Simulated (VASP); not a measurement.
# BN2 (P1) in VASP: relaxation of cell and atoms with PBE

Aim: the relaxation of cell and atoms of BN2 with PBE.

Everything below comes from runs of VASP 6.6.1. Logs are shortened: lines on timing, memory, paths and dates and some standing lists are left out, and cuts for length are marked.

## 1. The cell of the first run

The typed cell holds 6 atoms: a = 2.524 Å, b = 3.396 Å, c = 4.032 Å, α = 91.69°, β = 90.58°, γ = 89.62°.

## 2. Relaxation of cell and atoms, PBE

INCAR reads:

```
SYSTEM = BN2
PREC = Accurate
ENCUT = 600
EDIFF = 1E-6
ISMEAR = 0
SIGMA = 0.1
LREAL = .False.
LASPH = .True.
NELM = 80
ALGO = Normal
ISIF = 3
LWAVE = .False.
LCHARG = .False.
GGA = PE
IBRION = 2
NSW = 100
EDIFFG = -0.015
```

KPOINTS reads:

```
Automatic mesh
0
Gamma
  10 8 6
  0 0 0
```

POSCAR reads:

```
BN2
1.0
    0.0082775841     -0.0127669841      2.5235590865
    3.3955734340     -0.0502407524      0.0113367607
   -0.0588513200      4.0313102431     -0.0204820664
B N
2 4
Direct
    0.4548418138      0.5441803692      0.4929658699
   -0.0410442169      0.9371712504      0.0630660806
    0.5672729399      0.4118258243      0.9022446767
    0.0658351788      0.8624905358      0.5611587050
    0.4874828699      0.6421486723      0.1200639000
   -0.0343885855      0.1021833482      0.3605007678
```

Potentials or basis: VASP PAW PBE potentials, release 64 (B, N).

On the command line:

```
$ cat potpaw_PBE.64/B/POTCAR potpaw_PBE.64/N/POTCAR > POTCAR
$ mpirun -np 1 vasp_std > vasp.out
```

OUTCAR:

```text
SYSTEM = BN2
   PREC = Accurate
   ENCUT = 600
   EDIFF = 1E-6
   ISMEAR = 0
   LREAL = .False.
   LASPH = .True.
   NELM = 80
   ISIF = 3
   GGA = PE
   IBRION = 2
   NSW = 100
   EDIFFG = -0.015

 ion  position               nearest neighbor table
   1  0.455  0.544  0.493-   4 1.48   5 1.55   3 1.74   4 1.90
   2  0.959  0.937  0.063-   6 1.31   5 1.58   5 1.68
   3  0.567  0.412  0.902-   5 1.18   1 1.74
   4  0.066  0.862  0.561-   6 1.19   1 1.48   1 1.90
   5  0.487  0.642  0.120-   3 1.18   1 1.55   2 1.58   2 1.68
   6  0.966  0.102  0.361-   4 1.19   2 1.31

  LATTYP: Found a triclinic cell.
 ALAT       =     4.0317918187
 B/A-ratio  =     1.2883821609
 C/A-ratio  =     0.6259264045
 COS(alpha) =     0.0035308221
 COS(beta)  =     0.0101863481
 COS(gamma) =     0.7569435950

  Lattice vectors:

 A1 = (  -0.0588513200,   4.0313102431,  -0.0204820664)
 A2 = (   3.3367221140,   3.9810694907,  -0.0091453057)
 A3 = (  -0.0082775841,   0.0127669841,  -2.5235590865)

Analysis of symmetry for initial positions (statically):
=====================================================================
 Subroutine PRICEL returns:
 Original cell was already a primitive cell.

 Routine SETGRP: Setting up the symmetry group for a
 triclinic supercell.

 Subroutine GETGRP returns: Found  1 space group operations
 (whereof  1 operations were pure point group operations)
 out of a pool of  2 trial point group operations.

The static configuration has the point symmetry C_1 .

Analysis of symmetry for dynamics (positions and initial velocities):
=====================================================================
 Subroutine PRICEL returns:
 Original cell was already a primitive cell.

 Routine SETGRP: Setting up the symmetry group for a
 triclinic supercell.

 Subroutine GETGRP returns: Found  1 space group operations
 (whereof  1 operations were pure point group operations)
 out of a pool of  2 trial point group operations.

The dynamic configuration has the point symmetry C_1 .

 Subroutine INISYM returns: Found  1 space group operations
 (whereof  1 operations are pure point group operations),
 and found     1 'primitive' translations

----------------------------------------------------------------------------------------

                                     Primitive cell

  volume of cell :      34.5353

  direct lattice vectors                    reciprocal lattice vectors
     0.008277584 -0.012766984  2.523559087    -0.001293545  0.001994515  0.396280070
     3.395573434 -0.050240752  0.011336761     0.294567776  0.004295466 -0.000944487
    -0.058851320  4.031310243 -0.020482066     0.003666994  0.248118158  0.001243231

  length of vectors
     2.523604957  3.395964016  4.031791819     0.396287200  0.294600607  0.248148368

  position of ions in fractional coordinates (direct lattice)
     0.454841814  0.544180369  0.492965870
     0.958955783  0.937171250  0.063066081
     0.567272940  0.411825824  0.902244677
     0.065835179  0.862490536  0.561158705
     0.487482870  0.642148672  0.120063900
     0.965611415  0.102183348  0.360500768

  ion indices of the primitive-cell ions
   primitive index   ion index
                 1           1
                 2           2
                 3           3
                 4           4
                 5           5
                 6           6

----------------------------------------------------------------------------------------

 KPOINTS: Automatic mesh

Automatic generation of k-mesh.
 Grid dimensions read from file:
 generate k-points for:   10    8    6

 Generating k-lattice:

  Cartesian coordinates                     Fractional coordinates (reciprocal lattice)
    -0.000129354  0.000199451  0.039628007     0.100000000 -0.000000000 -0.000000000
     0.036820972  0.000536933 -0.000118061     0.000000000  0.125000000  0.000000000
     0.000611166  0.041353026  0.000207205     0.000000000  0.000000000  0.166666667

  Length of vectors
     0.039628720  0.036825076  0.041358061

  Shift w.r.t. Gamma in fractional coordinates (k-lattice)
     0.000000000  0.000000000  0.000000000

 Subroutine IBZKPT returns following result:
 ===========================================

 Found    244 irreducible k-points:

 Following reciprocal coordinates:
            Coordinates               Weight
  0.000000  0.000000  0.000000      1.000000
  0.100000  0.000000  0.000000      2.000000
  0.200000  0.000000  0.000000      2.000000
  0.300000 -0.000000  0.000000      2.000000
  0.400000  0.000000  0.000000      2.000000
  0.500000 -0.000000  0.000000      1.000000
[... 16 lines left out ...]
 -0.400000  0.250000 -0.000000      2.000000
 -0.300000  0.250000  0.000000      2.000000
 [... further k-points ...]
   k-points           NKPTS =    244   k-points in BZ     NKDIM =    244   number of bands    NBANDS=     17
   number of dos      NEDOS =    301   number of ions     NIONS =      6
   total plane-waves  NPLWV =  17920
   dimension x,y,z NGX =    20 NGY =   28 NGZ =   32
   dimension x,y,z NGXF=    40 NGYF=   56 NGZF=   64
   ions per type =               2   4
   NGX,Y,Z   is equivalent  to a cutoff of  13.18, 13.71, 13.19 a.u.
   NGXF,Y,Z  is equivalent  to a cutoff of  26.35, 27.41, 26.39 a.u.
 SYSTEM =  BN2
   PREC   = accura    normal or accurate (medium, high low for compatibility)
   ISTART =      0    job   : 0-new  1-cont  2-samecut
   ICHARG =      2    charge: 1-file 2-atom 10-const
   ISPIN  =      1    spin polarized calculation?
   LNONCOLLINEAR =      F non collinear calculations
   LSORBIT =      F    spin-orbit coupling
   LASPH  =      T    aspherical Exc in radial PAW
   ENCUT  =  600.0 eV  44.10 Ry    6.64 a.u.   5.04  6.78  8.05*2*pi/ulx,y,z
   NELM   =     80;   NELMIN=  2; NELMDL= -5     # of ELM steps
   EDIFF  = 0.1E-05   stopping-criterion for ELM
   LREAL  =      F    real-space projection
   EDIFFG = -.1E-01   stopping-criterion for IOM
   NSW    =    100    number of steps for IOM
   IBRION =      2    ionic relax: 0-MD 1-quasi-New 2-CG
   NFREE  =      1    steps in history (QN), initial steepest desc. (CG)
   ISIF   =      3    stress and relaxation
   ISYM   =      2    0-nonsym 1-usesym 2-fastsym
   POTIM  = 0.5000    time-step for ionic-motion
   TEBEG  =    0.0;   TEEND  =   0.0 temperature during run
   PSTRESS=    0.0 pullay stress
   NELECT =      26.0000    total number of electrons
   NUPDOWN=      -1.0000    fix difference up-down
   EMIN   =  10.00;   EMAX   =-10.00  energy-range for DOS
   EFERMI =   0.00;   METHOD = LEGACY
   ISMEAR =     0;   SIGMA  =   0.10  broadening in eV -4-tet -1-fermi 0-gaus
   EFERMI_NEDOS =   21; number of points for ismear=-14 and -15
   IALGO  =     38    algorithm
   IMIX   =      4    mixing-type and parameters
     AMIX     =   0.40;   BMIX     =  1.00
     AMIX_MAG =   1.60;   BMIX_MAG =  1.00
  volume/ion in A,a.u.               =       5.76        38.84
  Fermi-wavevector in a.u.,A,eV,Ry     =   1.489286  2.814343 30.177362  2.217974
  Thomas-Fermi vector in A             =   2.602214
   LORBIT       =      0    0 simple, 1 ext, 2 COOP (PROOUT), +10 PAW based schemes
   GGA     = PE    functional components
   LHFCALC =     F    Hartree Fock is set to
   AEXX    =    0.0000 exact exchange contribution
   IVDW    =     0    specifies the selected vdW correction
   LEPSILON=     F    determine dielectric tensor
   LRPA    =     F    only Hartree local field effects (RPA)
 conjugate gradient relaxation of ions
 non-spin polarized calculation
 Gauss-broadening in eV      SIGMA  =   0.10
  energy-cutoff  :      600.00
  volume of cell :       34.54
 maximum number of plane-waves:      1175
   NGX = 11   NGY = 13   NGZ = 17

--------------------------------------- Ionic step        1  -------------------------------------------

 number of electron      25.9999997 magnetization

 Free energy of the ion-electron system (eV)
  ---------------------------------------------------
  ext. energy  EPLUGINS =         0.00000000
  ---------------------------------------------------
  free energy    TOTEN  =       -39.97327633 eV

  energy without entropy =      -39.96553985  energy(sigma->0) =      -39.96940809

------------------------ aborting loop because EDIFF is reached ----------------------------------------

  FORCE on cell =-STRESS in cart. coord.  units (eV):
  Direction    XX          YY          ZZ          XY          YZ          ZX
  --------------------------------------------------------------------------------------
  -------------------------------------------------------------------------------------
  Total       22.9079788     21.7970132      6.3318581      6.6574136     -0.4326685      1.4334941
  in kB     1062.7571947   1011.2167834    293.7503911    308.8537095    -20.0725521     66.5033003
  external PRESSURE =     789.2414564 kB  Pullay stress =       0.0000000 kB
[... 101 lines left out ...]
  FREE ENERGIE OF THE ION-ELECTRON SYSTEM (eV)
  ---------------------------------------------------
  free  energy   TOTEN  =       -37.1714054098 eV

  energy  without entropy=      -37.1563667207  energy(sigma->0) =      -37.16388607

[... ionic steps 4 to 45 ...]

--------------------------------------- Ionic step       46  -------------------------------------------

 number of electron      26.0000003 magnetization

------------------------ aborting loop because EDIFF is reached ----------------------------------------
[... 75 lines left out ...]
--------------------------------------- Ionic step       48  -------------------------------------------

 number of electron      26.0000003 magnetization

 Free energy of the ion-electron system (eV)
  ---------------------------------------------------
  ext. energy  EPLUGINS =         0.00000000
  ---------------------------------------------------
  free energy    TOTEN  =       -45.61100394 eV

  energy without entropy =      -45.59823692  energy(sigma->0) =      -45.60462043

 E-fermi :   7.4965     XC(G=0): -12.5995

 val. band max:        7.4782380942   @ k =   0.2000   0.5000   0.0000
 cond. band min:       7.4974106072   @ k =   0.2000   0.1250   0.1667
 fundamental gap:      0.0191725130
 Fermi energy:         7.4965263109

 k-point     1 :       0.0000    0.0000    0.0000
  band No.  band energies     occupation
      1     -15.1454      2.00000
      2     -11.5900      2.00000
      3      -5.7872      2.00000
      4      -5.7755      2.00000
      5      -1.9522      2.00000
      6      -1.0485      2.00000
[... 457 lines left out ...]
      4      -5.3026      2.00000
      5      -2.6701      2.00000
      6      -1.6833      2.00000
[... 9 lines left out ...]
     16      14.5592      0.00000
     17      14.9395      0.00000

 [... further k-points ...]

------------------------ aborting loop because EDIFF is reached ----------------------------------------

  FORCE on cell =-STRESS in cart. coord.  units (eV):
  Direction    XX          YY          ZZ          XY          YZ          ZX
  --------------------------------------------------------------------------------------
  -------------------------------------------------------------------------------------
  Total       -0.0133082     -0.0131055      0.0100990      0.0015515      0.0025650      0.0063441
  in kB       -0.5553047     -0.5468469      0.4213970      0.0647385      0.1070279      0.2647175
  external PRESSURE =      -0.2269182 kB  Pullay stress =       0.0000000 kB
[... 21 lines left out ...]
  FREE ENERGIE OF THE ION-ELECTRON SYSTEM (eV)
  ---------------------------------------------------
  free  energy   TOTEN  =       -45.6110039412 eV

  energy  without entropy=      -45.5982369174  energy(sigma->0) =      -45.60462043

 reached required accuracy - stopping structural energy minimisation
```

Run time: 38 min. Hardware: 1 thread of AMD EPYC 9R14 (Zen 4), shared host; peak memory 0.26 GiB.

What came out:

```
Free energy                           : -45.6110 eV
Relaxed volume                        : 6.40 Å³/atom
Relaxed cell                          : a = 2.934 Å, b = 3.616 Å, c = 3.619 Å, α = 90.00°, β = 90.01°, γ = 90.00°
Space group after relaxing (to 0.1 Å) : P-4n2 (No. 118)
Pressure after relaxing               : 0.0 GPa
Largest force after relaxing          : 0.012 eV/Å
Band gap on the k mesh                : zero (bands 13 and 14 overlap by 2.06 eV)
```

Forces in eV/Å, atoms in the order of the input:
```
B    0.004  0.004  0.007
B   -0.005  0.008  0.007
N    0.005  0.006 -0.008
N   -0.008 -0.005  0.002
N    0.004 -0.010 -0.002
N    0.001 -0.003 -0.006
```

Final structure:
```yaml
crystal:
  lattice:
    - [-0.00091, -0.00293, 2.93398]
    - [3.61632, 0.00488, 0.00097]
    - [-0.00501, 3.61888, 0.00312]
  atoms:
    - { symbol: B, position: [0.33337, 0.49995, 0.49997] }
    - { symbol: B, position: [0.83335, 0.00006, 0.99993] }
    - { symbol: N, position: [0.58340, 0.36788, 0.86779] }
    - { symbol: N, position: [0.08321, 0.86794, 0.63221] }
    - { symbol: N, position: [0.58333, 0.63206, 0.13225] }
    - { symbol: N, position: [0.08334, 0.13211, 0.36785] }
```

Levels at points of the mesh, in eV from the Fermi level:
| k point | band 11 | band 12 | band 13 | band 14 | band 15 | band 16 |
| --- | --- | --- | --- | --- | --- | --- |
| (0.00, 0.00, 0.00) | -3.03 | -1.40 | 0.26 | 0.27 | 3.67 | 7.85 |
| (0.50, 0.00, 0.00) | -3.50 | -3.50 | -1.14 | -1.14 | 5.44 | 5.44 |
| (0.00, 0.50, 0.00) | -2.67 | -2.67 | 0.72 | 0.72 | 6.28 | 6.28 |
| (0.50, 0.50, 0.00) | -3.84 | -3.84 | -0.66 | -0.66 | 7.87 | 7.88 |
| (0.00, 0.00, 0.50) | -2.68 | -2.68 | 0.72 | 0.72 | 6.27 | 6.27 |
| (0.50, 0.00, 0.50) | -3.83 | -3.83 | -0.67 | -0.67 | 7.87 | 7.87 |
| (0.00, 0.50, 0.50) | -1.01 | -1.01 | -0.07 | -0.07 | 6.94 | 6.94 |
| (0.50, 0.50, 0.50) | -0.87 | -0.87 | 0.18 | 1.39 | 6.87 | 8.05 |

Caveat: the standard files for N, O and F lose accuracy on very short bonds; a cell axis changed by over 15 % at a fixed basis, so the end point is rough.
